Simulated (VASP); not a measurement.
# KMgF3 (Pm-3m) in VASP: further runs

Runs on KMgF3. Level: PBE. Tasks: relaxation of cell and atoms.

Everything below comes from runs of VASP 6.6.1. Logs are shortened: lines on timing, memory, paths and dates and some standing lists are left out, and cuts for length are marked.

## (1) The cell of the first run

It takes space group Pm-3m (No. 221, cubic). Conventional cell: a = 3.986 Å, b = 3.986 Å, c = 3.986 Å, α = 90.00°, β = 90.00°, γ = 90.00°. Within 3.7 Å of K (site symmetry m-3m) lie 12 F at 2.82 Å and 8 Mg at 3.45 Å. Mg (site symmetry m-3m) has 6 F at 1.99 Å within 2.6 Å. Within 2.6 Å of F (site symmetry 4/mmm) lie 2 Mg at 1.99 Å.

## (2) Relaxation of cell and atoms, PBE, target pressure 20 GPa, at which the enthalpy is minimised

Contents of INCAR:

```
PREC = Accurate ; ENCUT = 600
EDIFF = 1E-6 ; ISMEAR = 0
SIGMA = 0.01 ; LREAL = F
LASPH = T ; NELM = 100
ALGO = Normal ; ISIF = 3
LWAVE = F ; LCHARG = F
GGA = PE ; IBRION = 2
NSW = 80 ; EDIFFG = -0.03
PSTRESS = 200.0
```

Contents of KPOINTS:

```
Automatic mesh
0
Gamma
  6 6 6
```

Contents of POSCAR:

```
KMgF3
1.0
    3.9859000000      0.0000000000      0.0000000000
    0.0000000000      3.9859000000      0.0000000000
    0.0000000000      0.0000000000      3.9859000000
K Mg F
1 1 3
Direct
    0.5000000000      0.5000000000      0.5000000000
    0.0000000000      0.0000000000      0.0000000000
    0.5000000000      0.0000000000      0.0000000000
    0.0000000000      0.5000000000      0.0000000000
    0.0000000000      0.0000000000      0.5000000000
```

Potentials or basis: VASP PAW PBE potentials, release 64 (K_sv, Mg, F).

Launch:

```sh
cat potpaw_PBE.64/K_sv/POTCAR potpaw_PBE.64/Mg/POTCAR potpaw_PBE.64/F/POTCAR > POTCAR
mpirun -np 1 vasp_std > vasp.out
```

OUTCAR:

```text
PREC = Accurate
   ENCUT = 600
   EDIFF = 1E-6
   ISMEAR = 0
   LREAL = F
   LASPH = T
   NELM = 100
   ISIF = 3
   GGA = PE
   IBRION = 2
   NSW = 80
   EDIFFG = -0.03
   PSTRESS = 200.0

 ion  position               nearest neighbor table
   1  0.500  0.500  0.500-   3 2.82   4 2.82   5 2.82   3 2.82   4 2.82   3 2.82   5 2.82   3 2.82
                             4 2.82   5 2.82   4 2.82   5 2.82   2 3.45   2 3.45   2 3.45   2 3.45
   2  0.000  0.000  0.000-   3 1.99   4 1.99   5 1.99   5 1.99   4 1.99   3 1.99   1 3.45   1 3.45
                             1 3.45   1 3.45   1 3.45   1 3.45   1 3.45   1 3.45
   3  0.500  0.000  0.000-   2 1.99   2 1.99   1 2.82   1 2.82   1 2.82   1 2.82
   4  0.000  0.500  0.000-   2 1.99   2 1.99   1 2.82   1 2.82   1 2.82   1 2.82
   5  0.000  0.000  0.500-   2 1.99   2 1.99   1 2.82   1 2.82   1 2.82   1 2.82

  LATTYP: Found a simple cubic cell.
 ALAT       =     3.9859000000

  Lattice vectors:

 A1 = (   3.9859000000,   0.0000000000,   0.0000000000)
 A2 = (   0.0000000000,   3.9859000000,   0.0000000000)
 A3 = (   0.0000000000,   0.0000000000,   3.9859000000)

Analysis of symmetry for initial positions (statically):
=====================================================================
 Subroutine PRICEL returns:
 Original cell was already a primitive cell.

 Routine SETGRP: Setting up the symmetry group for a
 simple cubic supercell.

 Subroutine GETGRP returns: Found 48 space group operations
 (whereof 48 operations were pure point group operations)
 out of a pool of 48 trial point group operations.

The static configuration has the point symmetry O_h .

Analysis of symmetry for dynamics (positions and initial velocities):
=====================================================================
 Subroutine PRICEL returns:
 Original cell was already a primitive cell.

 Routine SETGRP: Setting up the symmetry group for a
 simple cubic supercell.

 Subroutine GETGRP returns: Found 48 space group operations
 (whereof 48 operations were pure point group operations)
 out of a pool of 48 trial point group operations.

The dynamic configuration has the point symmetry O_h .

 Subroutine INISYM returns: Found 48 space group operations
 (whereof 48 operations are pure point group operations),
 and found     1 'primitive' translations

----------------------------------------------------------------------------------------

                                     Primitive cell

  volume of cell :      63.3256

  direct lattice vectors                    reciprocal lattice vectors
     3.985900000  0.000000000  0.000000000     0.250884367  0.000000000  0.000000000
     0.000000000  3.985900000  0.000000000     0.000000000  0.250884367  0.000000000
[... 72 lines left out ...]
   dimension x,y,z NGXF=    64 NGYF=   64 NGZF=   64
   ions per type =               1   1   3
   NGX,Y,Z   is equivalent  to a cutoff of  13.35, 13.35, 13.35 a.u.
   NGXF,Y,Z  is equivalent  to a cutoff of  26.69, 26.69, 26.69 a.u.
 SYSTEM =  unknown system
   PREC   = accura    normal or accurate (medium, high low for compatibility)
   ISTART =      0    job   : 0-new  1-cont  2-samecut
   ICHARG =      2    charge: 1-file 2-atom 10-const
   ISPIN  =      1    spin polarized calculation?
   LNONCOLLINEAR =      F non collinear calculations
   LSORBIT =      F    spin-orbit coupling
   LASPH  =      T    aspherical Exc in radial PAW
   ENCUT  =  600.0 eV  44.10 Ry    6.64 a.u.   7.96  7.96  7.96*2*pi/ulx,y,z
   NELM   =    100;   NELMIN=  2; NELMDL= -5     # of ELM steps
   EDIFF  = 0.1E-05   stopping-criterion for ELM
   LREAL  =      F    real-space projection
   EDIFFG = -.3E-01   stopping-criterion for IOM
   NSW    =     80    number of steps for IOM
   IBRION =      2    ionic relax: 0-MD 1-quasi-New 2-CG
   NFREE  =      1    steps in history (QN), initial steepest desc. (CG)
   ISIF   =      3    stress and relaxation
   ISYM   =      2    0-nonsym 1-usesym 2-fastsym
   POTIM  = 0.5000    time-step for ionic-motion
   TEBEG  =    0.0;   TEEND  =   0.0 temperature during run
   PSTRESS=  200.0 pullay stress
   NELECT =      32.0000    total number of electrons
   NUPDOWN=      -1.0000    fix difference up-down
   EMIN   =  10.00;   EMAX   =-10.00  energy-range for DOS
   EFERMI =   0.00;   METHOD = LEGACY
   ISMEAR =     0;   SIGMA  =   0.01  broadening in eV -4-tet -1-fermi 0-gaus
   EFERMI_NEDOS =   21; number of points for ismear=-14 and -15
   IALGO  =     38    algorithm
   IMIX   =      4    mixing-type and parameters
     AMIX     =   0.40;   BMIX     =  1.00
     AMIX_MAG =   1.60;   BMIX_MAG =  1.00
  volume/ion in A,a.u.               =      12.67        85.47
  Fermi-wavevector in a.u.,A,eV,Ry     =   1.303962  2.464132 23.134232  1.700318
  Thomas-Fermi vector in A             =   2.434930
   LORBIT       =      0    0 simple, 1 ext, 2 COOP (PROOUT), +10 PAW based schemes
   GGA     = PE    functional components
   LHFCALC =     F    Hartree Fock is set to
   AEXX    =    0.0000 exact exchange contribution
   IVDW    =     0    specifies the selected vdW correction
   LEPSILON=     F    determine dielectric tensor
   LRPA    =     F    only Hartree local field effects (RPA)
 conjugate gradient relaxation of ions
 non-spin polarized calculation
 Gauss-broadening in eV      SIGMA  =   0.01
  energy-cutoff  :      600.00
  volume of cell :       63.33
 maximum number of plane-waves:      2176
 NGX is ok and might be reduce to    32
   NGX = 15   NGY = 15   NGZ = 15

--------------------------------------- Ionic step        1  -------------------------------------------

 number of electron      32.0000010 magnetization

 Free energy of the ion-electron system (eV)
  ---------------------------------------------------
  ext. energy  EPLUGINS =         0.00000000
  ---------------------------------------------------
  free energy    TOTEN  =       -24.42216180 eV

  energy without entropy =      -24.42216180  energy(sigma->0) =      -24.42216180

 E-fermi :  -1.5391     XC(G=0):  -9.6841

 val. band max:       -1.6046592970   @ k =   0.5000   0.5000   0.5000
 cond. band min:       5.7022673103   @ k =   0.0000   0.0000   0.0000
 fundamental gap:      7.3069266073
 Fermi energy:        -1.5391334976

 k-point     1 :       0.0000    0.0000    0.0000
  band No.  band energies     occupation
      1     -27.2554      2.00000
      2     -21.7237      2.00000
      3     -21.0692      2.00000
      4     -21.0692      2.00000
      5     -10.7480      2.00000
      6     -10.7480      2.00000
[... 530 lines left out ...]
--------------------------------------- Ionic step        3  -------------------------------------------

 number of electron      32.0000028 magnetization

 Free energy of the ion-electron system (eV)
  ---------------------------------------------------
  ext. energy  EPLUGINS =         0.00000000
  ---------------------------------------------------
  free energy    TOTEN  =       -23.84565030 eV

  energy without entropy =      -23.84565030  energy(sigma->0) =      -23.84565030

 E-fermi :  -0.7256     XC(G=0): -10.4460

 val. band max:       -0.7764113671   @ k =   0.5000   0.5000   0.5000
 cond. band min:       7.7645761306   @ k =   0.0000   0.0000   0.0000
 fundamental gap:      8.5409874977
 Fermi energy:        -0.7256065842

 k-point     1 :       0.0000    0.0000    0.0000
  band No.  band energies     occupation
      1     -26.1769      2.00000
      2     -21.3113      2.00000
      3     -20.4548      2.00000
      4     -20.4548      2.00000
      5      -9.6891      2.00000
      6      -9.6891      2.00000
[... 485 lines left out ...]
  energy  without entropy=      -23.8456502969  energy(sigma->0) =      -23.84565030

  enthalpy is  TOTEN    =       -17.0317596165 eV   P V=        6.8138906804

 reached required accuracy - stopping structural energy minimisation
```

It took 2.5 min on 1 thread of Intel Xeon 8259CL, shared host; peak memory 0.21 GiB.

What came out:

| Item | Value |
| --- | --- |
| Free energy | -23.8457 eV |
| Relaxed volume | 10.92 Å³/atom |
| Relaxed cell | a = 3.793 Å, b = 3.793 Å, c = 3.793 Å, α = 90.00°, β = 90.00°, γ = 90.00° |
| Space group after relaxing (to 0.1 Å) | Pm-3m (No. 221) |
| Energy change on relaxing (the run minimises the enthalpy) | +115.3 meV/atom |
| Ionic steps | 3 |
| Pressure after relaxing | 20.0 GPa |
| Band gap on the k mesh | 8.54 eV (least direct gap 8.85 eV) |

The path:
```tsv
step	energy change (eV)	largest force (eV/Å)	pressure (GPa)	volume (Å³)
1	0.0000	0.0000	3.25	63.33
2	0.9712	0.0000	28.27	51.95
3	0.5765	0.0000	20.03	54.59
```

Final structure:
```
K Mg F
1.0
     3.79337    0.00000    0.00000
     0.00000    3.79337    0.00000
     0.00000    0.00000    3.79337
K Mg F
1 1 3
Direct
  0.50000 0.50000 0.50000
  0.00000 0.00000 0.00000
  0.50000 0.00000 0.00000
  0.00000 0.50000 0.00000
  0.00000 0.00000 0.50000
```

Caveat: the cell is relaxed towards a set pressure, so the run minimises the enthalpy, not the energy.

## (3) Relaxation of cell and atoms, PBE, target pressure 30 GPa, at which the enthalpy is minimised

Contents of INCAR:

```
SYSTEM = KMgF3
ALGO     = Normal         ! electronic algorithm
EDIFF    = 1E-6           ! SCF threshold, eV
EDIFFG   = -0.03          ! ionic threshold
ENCUT    = 600            ! plane-wave cutoff, eV
GGA      = PE             ! functional
IBRION   = 2              ! ionic algorithm
ISIF     = 3              ! what is computed and relaxed
ISMEAR   = 0              ! smearing method
LASPH    = .True.         ! aspherical terms in the spheres
LCHARG   = .False.        ! write CHGCAR
LREAL    = .False.        ! projectors in reciprocal space
LWAVE    = .False.        ! write WAVECAR
NELM     = 100            ! most SCF steps
NSW      = 80             ! ionic steps
PREC     = Accurate       ! precision mode
PSTRESS  = 300.0        
SIGMA    = 0.01           ! smearing width, eV
```

Contents of KPOINTS:

```
k-points
0
Gamma
  6 6 6
  0 0 0
```

POSCAR is that of step 2.

Potentials or basis: VASP PAW PBE potentials, release 64 (K_sv, Mg, F).

Launch:

```sh
cat potpaw_PBE.64/K_sv/POTCAR potpaw_PBE.64/Mg/POTCAR potpaw_PBE.64/F/POTCAR > POTCAR
mpirun -np 1 vasp_std > vasp.out
```

It took 1.9 min on 1 thread of Intel Xeon 8259CL, shared host; peak memory 0.21 GiB.

Results (log left out):

* Free energy: -23.3818 eV
* Relaxed volume: 10.31 Å³/atom
* Relaxed cell: a = 3.722 Å, b = 3.722 Å, c = 3.722 Å, α = 90.00°, β = 90.00°, γ = 90.00°
* Space group after relaxing (to 0.1 Å): Pm-3m (No. 221)
* Energy change on relaxing (the run minimises the enthalpy): +208.1 meV/atom
* Ionic steps: 3
* Pressure after relaxing: 29.7 GPa
* Band gap on the k mesh: 9.08 eV (least direct gap 9.37 eV)

Step by step:
| step | energy change (eV) | largest force (eV/Å) | pressure (GPa) | volume (Å³) |
| --- | --- | --- | --- | --- |
| 1 | 0.0000 | 0.0000 | 3.25 | 63.33 |
| 2 | 2.5456 | 0.0000 | 57.33 | 45.85 |
| 3 | 1.0404 | 0.0000 | 29.65 | 51.57 |

Final structure:
```
K Mg F
1.0
     3.72209    0.00000    0.00000
     0.00000    3.72209    0.00000
     0.00000    0.00000    3.72209
K Mg F
1 1 3
Cartesian
  1.8610 1.8610 1.8610
  0.0000 0.0000 0.0000
  1.8610 0.0000 0.0000
  0.0000 1.8610 0.0000
  0.0000 0.0000 1.8610
```

Levels at points of the mesh, in eV from the valence-band top:
| k point | band 13 | band 14 | band 15 | band 16 | band 17 | band 18 | band 19 | band 20 |
| --- | --- | --- | --- | --- | --- | --- | --- | --- |
| (0.00, 0.00, 0.00) | -0.86 | -0.30 | -0.30 | -0.30 | 9.08 | 10.31 | 10.31 | 12.72 |
| (0.50, 0.00, 0.00) | -1.10 | -1.10 | -0.66 | -0.66 | 11.45 | 11.66 | 12.77 | 13.46 |
| (0.50, 0.50, 0.00) | -1.33 | -1.05 | -1.05 | -0.03 | 12.08 | 12.66 | 13.77 | 13.77 |
| (0.50, 0.50, 0.50) | -1.31 | 0.00 | 0.00 | 0.00 | 11.26 | 11.26 | 11.26 | 15.01 |

Caveat: the cell is relaxed towards a set pressure, so the run minimises the enthalpy, not the energy; the volume moved by over 15 % at a fixed basis, so the end points are rough. As with any semilocal functional, this PBE gap is likely too small.

## (4) Relaxation of cell and atoms, PBE, target pressure 40 GPa, at which the enthalpy is minimised

Contents of INCAR:

```
ALGO = Normal
EDIFF = 1E-6
EDIFFG = -0.03
ENCUT = 600
GGA = PE
IBRION = 2
ISIF = 3
ISMEAR = 0
LASPH = T
LCHARG = F
LREAL = F
LWAVE = F
NELM = 80
NSW = 80
PREC = Accurate
PSTRESS = 400.0
SIGMA = 0.01
```

Contents of KPOINTS:

```
k-points
0
Gamma
  6 6 6
```

POSCAR is that of step 3.

Launch:

```sh
cat potpaw_PBE.64/K_sv/POTCAR potpaw_PBE.64/Mg/POTCAR potpaw_PBE.64/F/POTCAR > POTCAR
mpirun -np 1 vasp_std > vasp.out
```

It took 2.2 min on 1 thread of Intel Xeon 8259CL, shared host; peak memory 0.21 GiB.

It converged, with:

- Free energy: -22.8559 eV
- Relaxed volume: 9.82 Å³/atom
- Relaxed cell: a = 3.662 Å, b = 3.662 Å, c = 3.662 Å, α = 90.00°, β = 90.00°, γ = 90.00°
- Space group after relaxing (to 0.1 Å): Pm-3m (No. 221)
- Energy change on relaxing (the run minimises the enthalpy): +313.2 meV/atom
- Ionic steps: 4
- Pressure after relaxing: 39.7 GPa
- Band gap on the k mesh: 9.56 eV (least direct gap 9.84 eV)

The path:
```
step  energy change (eV)  largest force (eV/Å)  pressure (GPa)  volume (Å³)
   1              0.0000                0.0000            3.25        63.33
   2              5.3027                0.0000          105.09        40.26
   3              1.4930                0.0000           38.32        49.42
   4              1.5662                0.0000           39.68        49.12
```

Final structure:
```
CELL_PARAMETERS angstrom
3.66233 0.00000 0.00000
0.00000 3.66233 0.00000
0.00000 0.00000 3.66233
ATOMIC_POSITIONS crystal
K 0.50000 0.50000 0.50000
Mg 0.00000 0.00000 0.00000
F 0.50000 0.00000 0.00000
F 0.00000 0.50000 0.00000
F 0.00000 0.00000 0.50000
```

Levels at points of the mesh, in eV from the valence-band top:
```csv
k point,band 12,band 13,band 14,band 15,band 16,band 17,band 18,band 19,band 20
"(0.00, 0.00, 0.00)",-0.92,-0.92,-0.28,-0.28,-0.28,9.56,10.35,10.35,12.81
"(0.50, 0.00, 0.00)",-1.34,-1.17,-1.17,-0.69,-0.69,11.76,11.79,13.60,13.64
"(0.50, 0.50, 0.00)",-1.57,-1.38,-1.08,-1.08,-0.04,12.34,12.87,14.00,14.00
"(0.50, 0.50, 0.50)",-1.37,-1.37,0.00,0.00,0.00,11.45,11.45,11.45,15.23
```

Caveat: the cell is relaxed towards a set pressure, so the run minimises the enthalpy, not the energy; the volume moved by over 15 % at a fixed basis, so the end points are rough.

## (5) The runs side by side

```tsv
cell	gap on the mesh (eV)	pressure (GPa)
relaxed to 20 GPa	8.54	20.0
relaxed to 30 GPa	9.08	29.7
relaxed to 40 GPa	9.56	39.7
```

Alike in all rows: task relaxation of cell and atoms; level PBE; potentials or basis VASP PAW PBE potentials, release 64 (K_sv, Mg, F); no spin polarisation; k mesh 6 × 6 × 6; cutoff (eV) 600; smearing gaussian 0.01 eV.

Caveats: the cell is relaxed towards a set pressure, so the run minimises the enthalpy, not the energy; the volume moved by over 15 % at a fixed basis, so the end points are rough (at least some runs).

Absolute energies hang on the potentials; compare differences alone.
